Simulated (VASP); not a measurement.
A run of VASP 6.6.1:

Contents of INCAR:

```
PREC = Accurate ; ENCUT = 500
EDIFF = 1E-6 ; ISMEAR = -1
SIGMA = 0.02 ; LREAL = F
LASPH = T ; NELM = 120
ALGO = Normal ; ISIF = 2
LWAVE = F ; LCHARG = F
GGA = PE ; NBANDS = 50
GGA_COMPAT = F
```

The input KPOINTS:

```
regular mesh
0
Gamma
  4 8 6
```

The input POSCAR:

```
GeSe
1.0
   11.1718424407      0.0000000000      0.0000000000
    0.0000000000      3.8805772099      0.0000000000
    0.0000000000      0.0000000000      4.5268641395
Ge Se
4 4
Direct
    0.1261816717      0.7500000000      0.8786765273
    0.6261816717      0.7500000000      0.6213234727
    0.3738183283      0.2500000000      0.3786765273
    0.8738183283      0.2500000000      0.1213234727
    0.8526064979      0.7500000000      0.5016484542
    0.3526064979      0.7500000000     -0.0016484542
    0.6473935021      0.2500000000      1.0016484542
    0.1473935021      0.2500000000      0.4983515458
```

Potentials or basis: VASP PAW PBE potentials, release 64 (Ge_d, Se).

Command:

```sh
$ cat potpaw_PBE.64/Ge_d/POTCAR potpaw_PBE.64/Se/POTCAR > POTCAR
$ mpirun -np 1 vasp_std > vasp.out
```

Hardware: 1 thread of Intel(R) Xeon(R) 6975P-C (Granite Rapids), on a shared host.

Question: Estimate the wall time of this run.

Answer: Run time: 3.9 min on 1 thread of Intel(R) Xeon(R) 6975P-C (Granite Rapids) (shared host), peak memory 0.53 GiB. Counts: scf iterations 13, k points 60.
